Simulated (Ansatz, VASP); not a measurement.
**AlP in VASP and in Ansatz**

POSCAR

```
AlP
1.0
    2.6567684954      2.6567684954      0.0000000000
   -2.6567684954      2.6567684954      0.0000000000
    0.0000000000      2.6567684954      2.6567684954
Al P
1 1
Direct
    0.0000000000      0.0000000000      0.0000000000
    0.7500000000      0.2500000000      0.5000000000
```

INCAR.step1

```
SYSTEM = AlP
PREC = Accurate
ENCUT = 550
ISMEAR = 0
SIGMA = 0.01
LREAL = .FALSE.
LASPH = .TRUE.
NELM = 120
NBANDS = 11
GGA = PE
ALGO = Normal
EDIFF = 1E-5
LWAVE = .TRUE.
LCHARG = .FALSE.
GGA_COMPAT = .FALSE.
```

INCAR.step2

```
SYSTEM = AlP
PREC = Accurate
ENCUT = 550
EDIFF = 1E-6
ISMEAR = 0
SIGMA = 0.01
LREAL = .FALSE.
LASPH = .TRUE.
NELM = 120
ALGO = Normal
ISIF = 2
LWAVE = .FALSE.
LCHARG = .FALSE.
METAGGA = R2SCAN
LMIXTAU = .TRUE.
NBANDS = 11
ISTART = 1
GGA_COMPAT = .FALSE.
```

KPOINTS

```
regular mesh
0
G
  8 8 8
  0 0 0
```

Input for Ansatz:

```yaml
crystal:
  lattice:
    - [2.65676849544, 2.65676849544, 0.0]
    - [-2.65676849544, 2.65676849544, 0.0]
    - [0.0, 2.65676849544, 2.65676849544]
  atoms:
    - { symbol: Al, position: [0.0, 0.0, 0.0] }
    - { symbol: P, position: [0.75, 0.25, 0.5] }
kpoints:
  mp_grid: { grid: [8, 8, 8] }
scf:
  occupations: { method: fixed }
  convergence: { dr2_threshold: 1.0e-10 }
hamiltonian:
  xc: r2scan
  pseudopotentials: { kind: paw }
output:
  forces: true
  stress: true
  eigenstates:
    kpoints:
      - [0.0, 0.0, 0.0]
      - [-0.5, 0.5, 0.0]
      - [-0.5, -0.5, -0.5]
      - [0.0, 0.0, -0.5]
      - [0.0, -0.5, -0.5]
      - [0.0, 0.5, 0.0]
      - [-0.5, 0.0, 0.0]
      - [-0.5, 0.0, -0.5]
  eigenvalues: true
```

Alike in both runs: task single point; functional r2SCAN; k mesh 8 × 8 × 8; no spin polarisation.

```csv
,VASP,Ansatz
version,VASP 6.6.1,Ansatz 0.2.0
potentials or method,"VASP PAW PBE potentials, release 64 (Al, P)","PAW with Ansatz's default frozen-core files, scalar-relativistic"
plane-wave cutoff (eV),550,500
occupations,"gaussian, width 0.01 eV",fixed
valence electrons in the cell,8,8
```

Ansatz gave:

```
gap on the k mesh at the Fermi level (eV) : 1.74
pressure (GPa)                            : 10.0
```

What did VASP give for the same quantities?

gap on the k mesh at the Fermi level (eV): 1.74; pressure (GPa): 9.6.

VASP's potentials were made for PBE, not for r2SCAN.
